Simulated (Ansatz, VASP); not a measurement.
Two plane-wave programs on Ge

```
Ge
1.0
    -0.11522    2.88053    2.99576
     2.88053   -0.11522    2.99576
     2.76531    2.76531    0.00000
Ge
2
Direct
  0.50000 0.50000 0.50000
  0.75000 0.75000 0.75000
```

Change from the starting cell: engineering shear strain xy -0.0800, normal strain along z +0.0400.

Alike in both runs: task single point; functional PBE; k mesh 14 × 14 × 14; occupations gaussian, width 0.15 eV; no spin polarisation.

|  | VASP | Ansatz |
| --- | --- | --- |
| version | VASP 6.6.1 | Ansatz 0.2.0 |
| potentials or method | VASP PAW PBE potentials, release 64 (Ge_d), cutoff 520 eV | scalar-relativistic, plane waves, PAW |
| valence electrons in the cell | 28 | 28 |

VASP gave:

```
gap on the k mesh at the Fermi level (eV)                     : none
pressure (GPa)                                                : -1.6
traceless stress, the component that is largest in VASP (GPa) : 5.19
rms of the force components (eV/Å)                            : 0.287
```

Question: What did Ansatz give for the same quantities?

Answer: gap on the k mesh at the Fermi level (eV): none; pressure (GPa): -1.5; traceless stress, the component that is largest in VASP (GPa): 5.20; rms of the force components (eV/Å): 0.288.

Atom by atom the forces differ by 0.001 eV/Å (rms over components). A gap of «none» marks a metal or a gap that the smearing closes. With one functional, cell and mesh, what is left measures potentials, basis and numerics.
